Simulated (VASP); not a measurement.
## SnTe: relaxation of cell and atoms with PBE

SnTe:

```
Sn Te
1.0
     3.28646    0.00000    0.00000
    -1.64323    2.84616    0.00000
     0.00000    0.00000    6.48837
Sn Te
1 1
Cartesian
  0.0000 0.0000 3.2442
  0.0000 0.0000 0.0000
```

The cell was generated, and may not be a known phase.

```yaml
Program: VASP 6.6.1
Task: relaxation of cell and atoms
Functional: PBE
Potentials_or_basis: VASP PAW PBE potentials, release 64 (Sn_d, Te)
Cutoff: 600 eV
k_mesh: 18 × 18 × 10
Occupations: gaussian, width 0.1 eV
Spin: no spin polarisation
Dipole_correction: no
Further_INCAR_settings: ALGO = Normal; EDIFF = 1e-06; IBRION = 2; EDIFFG = -0.01; NSW = 100; ISIF = 3
```

The relaxed volume is 30.56 Å³/atom and the relaxed cell is a = 3.318 Å, b = 3.318 Å, c = 6.411 Å, α = 90.00°, β = 90.00°, γ = 120.00°. The space group after relaxing (to 0.1 Å) is P6/mmm (No. 191), the energy gained by relaxing is 3.8 meV/atom and the ionic steps are 5. The pressure after relaxing is 0.0 GPa and the band gap on the k mesh is zero (bands 10 and 11 overlap by 5.10 eV).

The path:
```csv
step,energy change (eV),largest force (eV/Å),pressure (GPa),volume (Å³)
1,0.0000,0.0000,0.50,60.69
2,-0.0072,0.0000,-0.29,61.51
3,-0.0073,0.0000,-0.20,61.41
4,-0.0073,0.0000,-0.17,61.40
5,-0.0076,0.0000,-0.02,61.12
```

Final structure:
```yaml
crystal:
  lattice:
    - [3.31795, 0.00000, 0.00000]
    - [-1.65898, 2.87343, 0.00000]
    - [0.00000, 0.00000, 6.41129]
  atoms:
    - { symbol: Sn, position: [0.00000, 0.00000, 0.50000] }
    - { symbol: Te, position: [0.00000, 0.00000, 0.00000] }
```

Levels at points of the mesh, in eV from the Fermi level:
```csv
k point,band 7,band 8,band 9,band 10,band 11,band 12,band 13,band 14
"(0.00, 0.00, 0.00)",-8.94,-5.31,2.79,2.96,2.96,6.82,7.79,7.79
"(0.50, 0.00, 0.00)",-5.51,-5.19,-2.80,-2.78,0.55,2.73,4.43,5.45
"(0.00, 0.00, 0.50)",-9.61,-2.67,-1.31,3.03,3.03,7.42,7.42,8.68
"(0.50, 0.00, 0.50)",-6.03,-5.32,-3.31,-0.11,0.65,1.78,4.05,5.21
```

Wall time 9.3 min on 1 thread of Intel(R) Xeon(R) Platinum 8488C (Sapphire Rapids), on a shared host, peak memory 0.41 GiB.

Caveat: spin-orbit coupling is left out, which moves the levels of the heavy elements.
